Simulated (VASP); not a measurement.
# LiF (Fm-3m) in VASP: notebook, part 2 of 2

VASP 6.6.1. Earlier steps stand in the parts before.

### 4 Single point, r2SCAN

This run uses another cell than the first one, of 7.94 Å³/atom, 0.987 times its volume.

The input, POSCAR:

```
LiF
1.0
    0.0000000000      1.9951010462      1.9951010462
    1.9951010462      0.0000000000      1.9951010462
    1.9951010462      1.9951010462      0.0000000000
Li F
1 1
Direct
    0.0000000000      0.0000000000      0.0000000000
    0.5000000000      0.5000000000      0.5000000000
```

The input, INCAR.step1:

```
  PREC = Accurate
  ENCUT = 520
  ISMEAR = -1
  SIGMA = 0.02
  LREAL = False
  LASPH = True
  NELM = 100
  NBANDS = 12
  GGA = PE
  ALGO = Normal
  EDIFF = 1E-4
  LWAVE = True
  LCHARG = False
```

The input, INCAR.step2:

```
  PREC = Accurate
  ENCUT = 520
  EDIFF = 1E-6
  ISMEAR = -1
  SIGMA = 0.02
  LREAL = False
  LASPH = True
  NELM = 100
  ALGO = Normal
  ISIF = 2
  LWAVE = False
  LCHARG = False
  METAGGA = R2SCAN
  LMIXTAU = True
  NBANDS = 12
  ISTART = 1
```

The input, KPOINTS:

```
Automatic mesh
0
Gamma
  10 10 10
```

Potentials or basis: VASP PAW PBE potentials, release 64 (Li_sv, F).

Command:

```
$ cat potpaw_PBE.64/Li_sv/POTCAR potpaw_PBE.64/F/POTCAR > POTCAR
$ cp INCAR.step1 INCAR
$ mpirun -np 1 vasp_std > vasp.out
$ cp INCAR.step2 INCAR
$ mpirun -np 1 vasp_std > vasp.out
```

OUTCAR:

```text
PREC = Accurate
   ENCUT = 520
   EDIFF = 1E-6
   ISMEAR = -1
   LREAL = False
   LASPH = True
   NELM = 100
   ISIF = 2
   METAGGA = R2SCAN
   ISTART = 1

 ion  position               nearest neighbor table
   1  0.000  0.000  0.000-   2 2.00   2 2.00   2 2.00   2 2.00   2 2.00   2 2.00
   2  0.500  0.500  0.500-   1 2.00   1 2.00   1 2.00   1 2.00   1 2.00   1 2.00

  LATTYP: Found a face centered cubic cell.
 ALAT       =     3.9902020924

  Lattice vectors:

 A1 = (   0.0000000000,   1.9951010462,   1.9951010462)
 A2 = (   1.9951010462,   0.0000000000,   1.9951010462)
 A3 = (   1.9951010462,   1.9951010462,   0.0000000000)

Analysis of symmetry for initial positions (statically):
=====================================================================
 Subroutine PRICEL returns:
 Original cell was already a primitive cell.

 Routine SETGRP: Setting up the symmetry group for a
 face centered cubic supercell.

 Subroutine GETGRP returns: Found 48 space group operations
[... 9 lines left out ...]

 Routine SETGRP: Setting up the symmetry group for a
 face centered cubic supercell.

 Subroutine GETGRP returns: Found 48 space group operations
[... 155 lines left out ...]
 fundamental gap:     10.5497337135
 Fermi energy:        -0.8262294023

 k-point     1 :       0.0000    0.0000    0.0000
  band No.  band energies     occupation
      1     -43.4782      2.00000
      2     -22.6404      2.00000
      3      -1.4665      2.00000
      4      -1.4665      2.00000
      5      -1.4665      2.00000
      6       9.0832      0.00000
      7      24.3002      0.00000
      8      24.3002      0.00000
      9      24.3002      0.00000
     10      25.0208      0.00000
     11      25.0208      0.00000
     12      25.0218      0.00000
[... 331 lines left out ...]
 k-point    24 :       0.4000    0.3000    0.0000
  band No.  band energies     occupation
      1     -43.4126      2.00000
      2     -22.1058      2.00000
      3      -3.8580      2.00000
      4      -2.3824      2.00000
      5      -2.2685      2.00000
      6      13.0946      0.00000
      7      16.5861      0.00000
      8      19.0541      0.00000
      9      20.6783      0.00000
     10      21.6876      0.00000
     11      34.8444      0.00000
     12      35.4636      0.00000

 [... further k-points ...]
[... 5 lines left out ...]
  --------------------------------------------------------------------------------------
  -------------------------------------------------------------------------------------
  Total       -0.0785993     -0.0785993     -0.0785993      0.0000000      0.0000000     -0.0000000
  in kB       -7.9287517     -7.9287517     -7.9287517      0.0000000      0.0000000     -0.0000000
  external PRESSURE =      -7.9287517 kB  Pullay stress =       0.0000000 kB

 VOLUME and BASIS-vectors are now :
 -----------------------------------------------------------------------------
  energy-cutoff  :      520.00
  volume of cell :       15.88
      direct lattice vectors                 reciprocal lattice vectors
     0.000000000  1.995101046  1.995101046    -0.250613873  0.250613873  0.250613873
     1.995101046  0.000000000  1.995101046     0.250613873 -0.250613873  0.250613873
     1.995101046  1.995101046  0.000000000     0.250613873  0.250613873 -0.250613873

 POSITION                                       TOTAL-FORCE (eV/Angst)
 -----------------------------------------------------------------------------------
      0.00000      0.00000      0.00000         0.000000      0.000000      0.000000
      1.99510      1.99510      1.99510        -0.000000     -0.000000     -0.000000
 -----------------------------------------------------------------------------------
    total drift:                               -0.000000     -0.000000      0.000000

  FREE ENERGIE OF THE ION-ELECTRON SYSTEM (eV)
  ---------------------------------------------------
  free  energy   TOTEN  =       -11.9031513395 eV

  energy  without entropy=      -11.9031513395  energy(sigma->0) =      -11.90315134
```

OUTCAR.step1:

```text
PREC = Accurate
   ENCUT = 520
   ISMEAR = -1
   LREAL = False
   LASPH = True
[... 583 lines left out ...]
      0.00000      0.00000      0.00000         0.000000      0.000000     -0.000000
      1.99510      1.99510      1.99510        -0.000000     -0.000000      0.000000
 -----------------------------------------------------------------------------------
    total drift:                               -0.000000     -0.000000      0.000000

  FREE ENERGIE OF THE ION-ELECTRON SYSTEM (eV)
  ---------------------------------------------------
  free  energy   TOTEN  =        -9.6281163609 eV

  energy  without entropy=       -9.6281163609  energy(sigma->0) =       -9.62811636
```

It took 28 s on 1 thread of Intel Xeon Platinum 8375C at 2.90GHz (Ice Lake), shared host; peak memory 0.14 GiB.

Results:

```yaml
Free_energy: -11.9032 eV
Band_gap_on_the_k_mesh: 10.55 eV, direct
```

Levels at points of the mesh, in eV from the valence-band top:
```
           k point  band 1  band 2  band 3  band 4  band 5  band 6  band 7  band 8  band 9  band 10
(0.00, 0.00, 0.00)  -42.01  -21.17    0.00    0.00    0.00   10.55   25.77   25.77   25.77    26.49
(0.50, 0.00, 0.00)  -41.95  -20.74   -2.58   -0.25   -0.25   11.99   18.49   20.68   20.68    32.81
(0.50, 0.50, 0.00)  -41.93  -20.46   -3.13   -1.05   -1.05   16.34   17.58   19.48   22.28    22.28
```

Caveat: the cutoff is under 1.25 times the usual one of these potentials, so pressure, stress and relaxed cells hold a basis-set (Pulay) error; the PAW data sets were made with another functional, which shifts forces and pressure a little.

### 5 Single point, r2SCAN

This run uses another cell than the first one, of 7.94 Å³/atom, 0.987 times its volume.

POSCAR is that of step 4.

The input, INCAR.step1:

```
SYSTEM = LiF
PREC = Accurate
ENCUT = 520
ISMEAR = 0
SIGMA = 0.01
LREAL = .False.
LASPH = .True.
NELM = 60
NBANDS = 12
GGA = PE
ALGO = Normal
EDIFF = 1E-4
LWAVE = .True.
LCHARG = .False.
```

The input, INCAR.step2:

```
SYSTEM = LiF
PREC = Accurate
ENCUT = 520
EDIFF = 1E-7
ISMEAR = 0
SIGMA = 0.01
LREAL = .False.
LASPH = .True.
NELM = 60
ALGO = Normal
ISIF = 2
LWAVE = .False.
LCHARG = .False.
METAGGA = R2SCAN
LMIXTAU = .True.
NBANDS = 12
ISTART = 1
```

The input, KPOINTS:

```
Automatic mesh
0
Gamma
  10 10 10
  0 0 0
```

Command:

```
$ cat potpaw_PBE.64/Li_sv/POTCAR potpaw_PBE.64/F/POTCAR > POTCAR
$ cp INCAR.step1 INCAR
$ mpirun -np 1 vasp_std > vasp.out
$ cp INCAR.step2 INCAR
$ mpirun -np 1 vasp_std > vasp.out
```

It took 34 s on 1 thread of Intel Xeon Platinum 8375C at 2.90GHz (Ice Lake), shared host; peak memory 0.14 GiB.

The run converged. Its results:

```
Free energy            : -11.9032 eV
Band gap on the k mesh : 10.55 eV, direct
```

Levels at points of the mesh, in eV from the valence-band top:
| k point | band 3 | band 4 | band 5 | band 6 | band 7 | band 8 |
| --- | --- | --- | --- | --- | --- | --- |
| (0.00, 0.00, 0.00) | 0.00 | 0.00 | 0.00 | 10.55 | 25.77 | 25.77 |
| (0.50, 0.00, 0.00) | -2.58 | -0.25 | -0.25 | 11.99 | 18.49 | 20.68 |
| (0.50, 0.50, 0.00) | -3.13 | -1.05 | -1.05 | 16.34 | 17.58 | 19.48 |

Caveat: the cutoff is under 1.25 times the usual one of these potentials, so pressure, stress and relaxed cells hold a basis-set (Pulay) error; the PAW data sets were made with another functional, which shifts forces and pressure a little. A k mesh can miss the band edges.

### 6 Relaxation of cell and atoms, PBEsol

This run uses another cell than the first one, of 8.42 Å³/atom, 1.046 times its volume.

The input, INCAR:

```
ALGO     = Normal         # electronic algorithm
EDIFF    = 1E-6           # SCF threshold, eV
EDIFFG   = -0.005         # ionic threshold
ENCUT    = 600            # plane-wave cutoff, eV
GGA      = PS             # functional
IBRION   = 2              # ionic algorithm
ISIF     = 3              # what is computed and relaxed
ISMEAR   = -1             # smearing method
LASPH    = True           # aspherical terms in the spheres
LCHARG   = False          # write CHGCAR
LREAL    = False          # projectors in reciprocal space
LWAVE    = False          # write WAVECAR
NELM     = 80             # most SCF steps
NSW      = 80             # ionic steps
PREC     = Accurate       # precision mode
SIGMA    = 0.02           # smearing width, eV
```

The input, KPOINTS:

```
k-points
0
Gamma
  10 10 10
```

The input, POSCAR:

```
LiF
1.0
    0.0000000000      2.0340907776      2.0340907776
    2.0340907776      0.0000000000      2.0340907776
    2.0340907776      2.0340907776      0.0000000000
Li F
1 1
Direct
    0.0000000000      0.0000000000      0.0000000000
    0.5000000000      0.5000000000      0.5000000000
```

Potentials or basis: VASP PAW PBE potentials, release 64 (Li_sv, F).

Command:

```
$ cat potpaw_PBE.64/Li_sv/POTCAR potpaw_PBE.64/F/POTCAR > POTCAR
$ mpirun -np 1 vasp_std > vasp.out
```

Run time: 14 s. Hardware: 1 thread of Intel Xeon Platinum 8375C at 2.90GHz (Ice Lake), shared host; peak memory 0.13 GiB.

Results (log left out):

* Free energy: -9.8595 eV
* Relaxed volume: 7.98 Å³/atom
* Relaxed cell: a = 2.826 Å, b = 2.826 Å, c = 2.826 Å, α = 60.00°, β = 60.00°, γ = 60.00°
* Space group after relaxing (to 0.05 Å): Fm-3m (No. 225)
* Energy gained by relaxing: 5.0 meV/atom
* Ionic steps: 4
* Pressure after relaxing: 0.0 GPa
* Band gap on the k mesh: 9.13 eV, direct

Step by step:
| step | energy change (eV) | largest force (eV/Å) | pressure (GPa) | volume (Å³) |
| --- | --- | --- | --- | --- |
| 1 | 0.0000 | 0.0000 | -3.46 | 16.83 |
| 2 | -0.0074 | 0.0000 | -1.86 | 16.39 |
| 3 | -0.0099 | 0.0000 | -0.33 | 16.03 |
| 4 | -0.0100 | 0.0000 | -0.01 | 15.96 |

Final structure:
```xyz
2
Lattice="0.0000 1.9982 1.9982 1.9982 0.0000 1.9982 1.9982 1.9982 0.0000" Properties=species:S:1:pos:R:3 pbc="T T T"
Li    3.9964    3.9964    3.9964
F     1.9982    1.9982    1.9982
```

Levels at points of the mesh, in eV from the valence-band top:
```csv
k point,band 1,band 2,band 3,band 4,band 5,band 6,band 7,band 8,band 9
"(0.00, 0.00, 0.00)",-40.15,-19.93,0.00,0.00,0.00,9.13,24.13,24.13,24.13
"(0.50, 0.00, 0.00)",-40.08,-19.47,-2.63,-0.24,-0.24,10.70,16.83,18.93,18.93
"(0.50, 0.50, 0.00)",-40.06,-19.18,-3.17,-1.05,-1.05,14.85,16.30,17.61,20.36
```

Caveat: the cutoff is under 1.25 times the usual one of these potentials, so pressure, stress and relaxed cells hold a basis-set (Pulay) error; the PAW data sets were made with another functional, which shifts forces and pressure a little. A k mesh can miss the band edges.

### 7 Summary

| task | level | cell | cutoff (eV) | smearing | gap on the mesh (eV) |
| --- | --- | --- | --- | --- | --- |
| single point | PBEsol | a = 2.834 Å, angles 60.0°, 2 atoms | 520 | fermi-dirac 0.02 eV | 9.05 |
| single point | PBE | a = 2.877 Å, angles 60.0°, 2 atoms | 520 | fermi-dirac 0.02 eV | 8.83 |
| single point | r2SCAN | a = 2.821 Å, angles 60.0°, 2 atoms | 520 | fermi-dirac 0.02 eV | 10.55 |
| single point | r2SCAN | a = 2.821 Å, angles 60.0°, 2 atoms | 520 | gaussian 0.01 eV | 10.55 |
| relaxation of cell and atoms | PBEsol | relaxed from a = 2.877 Å, angles 60.0°, 2 atoms | 600 | fermi-dirac 0.02 eV | 9.13 |

Alike in all rows: potentials or basis VASP PAW PBE potentials, release 64 (Li_sv, F); no spin polarisation; k mesh 10 × 10 × 10.

Caveats: the cutoff is under 1.25 times the usual one of these potentials, so pressure, stress and relaxed cells hold a basis-set (Pulay) error; the PAW data sets were made with another functional, which shifts forces and pressure a little (some runs).

Absolute energies hang on the potentials; compare differences alone.
